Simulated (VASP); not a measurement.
Crystal: Ga.

```
Ga
1.0
    -1.38440    1.38440    2.31122
     1.38440   -1.38440    2.31122
     1.38440    1.38440   -2.31122
Ga
1
Direct
  0.00000 0.00000 0.00000
```

```yaml
Program: VASP 6.6.1
Task: relaxation of cell and atoms
Functional: PBEsol
Dispersion: D3(BJ)
Potentials_or_basis: VASP PAW PBE potentials, release 64 (Ga_d)
Cutoff: 600 eV
k_mesh: 13 × 13 × 13
Occupations: fermi-dirac, width 0.05 eV
Spin: no spin polarisation
```

At the start: pressure -3.2 GPa; volume 17.72 Å³/atom.

Problem. How do energy, volume and symmetry change on relaxing?

Solution. Over 9 steps the energy falls by 10.3 meV/atom and the volume is 16.77 Å³/atom (-5.3 %); space group I4/mmm (No. 139, to 0.05 Å).

Step by step:
```csv
step,energy change (eV),largest force (eV/Å),pressure (GPa),volume (Å³)
1,0.0000,0.0000,-3.18,17.72
2,-0.0094,0.0000,-0.01,16.83
3,-0.0094,0.0000,0.02,16.83
4,-0.0096,0.0000,0.06,16.82
5,-0.0100,0.0000,-0.05,16.80
6,-0.0099,0.0000,0.19,16.74
7,-0.0103,0.0000,-0.03,16.78
8,-0.0103,0.0000,-0.01,16.77
9,-0.0103,0.0000,-0.01,16.77
```

Final structure:
```xyz
1
Lattice="-1.3722 1.3722 2.2267 1.3722 -1.3722 2.2267 1.3722 1.3722 -2.2267" Properties=species:S:1:pos:R:3 pbc="T T T"
Ga    0.0000    0.0000    0.0000
```

Caveat: the PAW data sets were made with another functional, which shifts forces and pressure a little; pairwise dispersion overbinds metals, which lowers pressure and volume.
